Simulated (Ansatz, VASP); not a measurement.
## LiF: VASP beside Ansatz

INCAR

```
PREC = Accurate ; ENCUT = 520
EDIFF = 1E-6 ; ISMEAR = 0
SIGMA = 0.05 ; LREAL = False
LASPH = True ; NELM = 60
ALGO = Normal ; ISIF = 2
LWAVE = False ; LCHARG = False
GGA = CA ; NBANDS = 18
```

The input KPOINTS:

```
Automatic mesh
0
Gamma
  9 9 6
```

File POSCAR:

```
LiF
1.0
    3.0976209951      0.0000000000      0.0000000000
   -1.5488104975      2.6826184730      0.0000000000
    0.0000000000      0.0000000000      4.4580961361
Li F
2 2
Direct
    0.3333333333      0.6666666667      0.3746202181
    0.6666666667      0.3333333333      0.8746202181
    0.3333333333      0.6666666667      0.9910195924
    0.6666666667      0.3333333333      0.4910195924
```

Input for Ansatz:

```yaml
crystal:
  lattice:
    - [3.0976209951, 0.0, 0.0]
    - [-1.5488104975, 2.682618473, 0.0]
    - [0.0, 0.0, 4.4580961361]
  atoms:
    - { symbol: Li, position: [0.3333333333, 0.6666666667, 0.3746202181] }
    - { symbol: Li, position: [0.6666666667, 0.3333333333, 0.8746202181] }
    - { symbol: F, position: [0.3333333333, 0.6666666667, 0.9910195924] }
    - { symbol: F, position: [0.6666666667, 0.3333333333, 0.4910195924] }
basis:
  ecutwfc: 520.0
kpoints:
  mp_grid: { grid: [9, 9, 6] }
hamiltonian:
  xc: lda
scf:
  occupations: { method: gaussian, width: 0.05 }
output:
  forces: true
  stress: true
  eigenvalues: true
```

Alike in both runs: task single point; functional LDA; k mesh 9 × 9 × 6; occupations gaussian, width 0.05 eV; no spin polarisation.

```csv
,VASP,Ansatz
version,VASP 6.6.1,Ansatz 0.2.0
potentials or method,"VASP PAW LDA potentials, release 64 (Li_sv, F), cutoff 520 eV","scalar-relativistic, plane waves, PAW"
valence electrons in the cell,20,20
```

```tsv
	VASP	Ansatz	Ansatz less VASP
gap on the k mesh at the Fermi level (eV)	7.79	7.80	+0.015
least direct gap on the mesh (eV)	7.79	7.80	+0.015
rms of the force components (eV/Å)	0.370	0.363	-0.0078
```

LDA's correlation is that of Perdew and Zunger in VASP and of Perdew and Wang (1992) in Ansatz. Atom by atom the forces differ by 0.008 eV/Å (rms over components).

Noted on VASP's run: the cutoff is short for stress, so the pressure is rough.
